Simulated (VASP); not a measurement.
Set up this calculation in VASP 6.6.1, as the native input.

```
Task                   : single point
Functional             : r2SCAN
Potentials or basis    : VASP PAW PBE potentials, release 64 (Li_sv)
Cutoff                 : 520 eV
k mesh                 : 18 × 18 × 18
Occupations            : gaussian, width 0.05 eV
Spin                   : no spin polarisation
Dipole correction      : no
Further INCAR settings : ALGO = Normal; EDIFF = 1e-06; NBANDS = 8
```

Li:

```xyz
1
Lattice="-1.7385 1.7385 1.7385 1.7385 -1.7385 1.7385 1.7385 1.7385 -1.7385" Properties=species:S:1:pos:R:3 pbc="T T T"
Li    0.0000    0.0000    0.0000
```

The input as run:

POSCAR

```
Li
1.0
   -1.7384569489      1.7384569489      1.7384569489
    1.7384569489     -1.7384569489      1.7384569489
    1.7384569489      1.7384569489     -1.7384569489
Li
1
Direct
    0.0000000000      0.0000000000      0.0000000000
```

INCAR.step1

```
SYSTEM = Li
PREC     = Accurate       ! precision mode
ENCUT    = 520            ! plane-wave cutoff, eV
ISMEAR   = 0              ! smearing method
SIGMA    = 0.05           ! smearing width, eV
LREAL    = .False.        ! projectors in reciprocal space
LASPH    = .True.         ! aspherical terms in the spheres
NELM     = 100            ! most SCF steps
NBANDS   = 8              ! bands
GGA      = PE             ! functional
ALGO     = Normal         ! electronic algorithm
EDIFF    = 1E-4           ! SCF threshold, eV
LWAVE    = .True.         ! write WAVECAR
LCHARG   = .False.        ! write CHGCAR
```

INCAR.step2

```
SYSTEM = Li
PREC     = Accurate       ! precision mode
ENCUT    = 520            ! plane-wave cutoff, eV
EDIFF    = 1E-6           ! SCF threshold, eV
ISMEAR   = 0              ! smearing method
SIGMA    = 0.05           ! smearing width, eV
LREAL    = .False.        ! projectors in reciprocal space
LASPH    = .True.         ! aspherical terms in the spheres
NELM     = 100            ! most SCF steps
ALGO     = Normal         ! electronic algorithm
ISIF     = 2              ! what is computed and relaxed
LWAVE    = .False.        ! write WAVECAR
LCHARG   = .True.         ! write CHGCAR
METAGGA  = R2SCAN         ! meta-GGA
LMIXTAU  = .True.       
LELF     = .True.         ! ELF
LVHAR    = .True.       
NBANDS   = 8              ! bands
ISTART   = 1
```

KPOINTS

```
Automatic mesh
0
Gamma
  18 18 18
  0 0 0
```

Potentials or basis: VASP PAW PBE potentials, release 64 (Li_sv).

The run is started by

```bash
$ cat potpaw_PBE.64/Li_sv/POTCAR > POTCAR
$ cp INCAR.step1 INCAR
$ mpirun -np 1 vasp_std > vasp.out
$ cp INCAR.step2 INCAR
$ mpirun -np 1 vasp_std > vasp.out
```

Run time: 2.6 min on 1 thread of AMD EPYC 7R13 Processor (Zen 3), on a shared host, peak memory 0.12 GiB.
